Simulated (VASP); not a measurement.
Write the native input for VASP 6.6.1 that does the following.

| Item | Value |
| --- | --- |
| Task | single point |
| Functional | PBE |
| Potentials or basis | VASP PAW PBE potentials, release 64 (Cd, S) |
| Cutoff | 520 eV |
| k mesh | 10 × 10 × 10 |
| Occupations | gaussian, width 0.03 eV |
| Spin | no spin polarisation |
| Dipole correction | no |
| Further INCAR settings | ALGO = Normal; EDIFF = 1e-06; NBANDS = 16 |

The structure of CdS lies in POSCAR:

```
CdS
1.0
    0.0000000000      2.7532440000      2.8220751000
    2.7532440000      0.0000000000      2.8220751000
    2.7532440000      2.7532440000      0.0000000000
Cd S
1 1
Direct
    0.0000000000      0.0000000000      0.0000000000
    0.5000000000      0.5000000000      0.5000000000
```

This cell differs from its parent crystal: strain +0.000 along x and y, +0.025 along z.

The input as run:

INCAR

```
SYSTEM = CdS
PREC = Accurate
ENCUT = 520
EDIFF = 1E-6
ISMEAR = 0
SIGMA = 0.03
LREAL = .FALSE.
LASPH = .TRUE.
NELM = 80
ALGO = Normal
ISIF = 2
LWAVE = .FALSE.
LCHARG = .TRUE.
GGA = PE
LELF = .TRUE.
LVHAR = .TRUE.
NBANDS = 16
```

KPOINTS

```
Automatic mesh
0
G
  10 10 10
  0 0 0
```

Potentials or basis: VASP PAW PBE potentials, release 64 (Cd, S).

Launch:

```console
$ cat potpaw_PBE.64/Cd/POTCAR potpaw_PBE.64/S/POTCAR > POTCAR
$ mpirun -np 1 vasp_std > vasp.out
```

Results of the run:

| Item | Value |
| --- | --- |
| Pressure | -1.7 GPa |
| Band gap on the k mesh | 0.16 eV, indirect (least direct gap 1.29 eV) |

Caveat: the cell differs from its parent crystal (strain +0.000 along x and y, +0.025 along z).

It took 59 s on 1 thread of Intel(R) Xeon(R) Platinum 8259CL CPU @ 2.50GHz (Skylake/Cascade Lake) (shared host), peak memory 0.21 GiB.
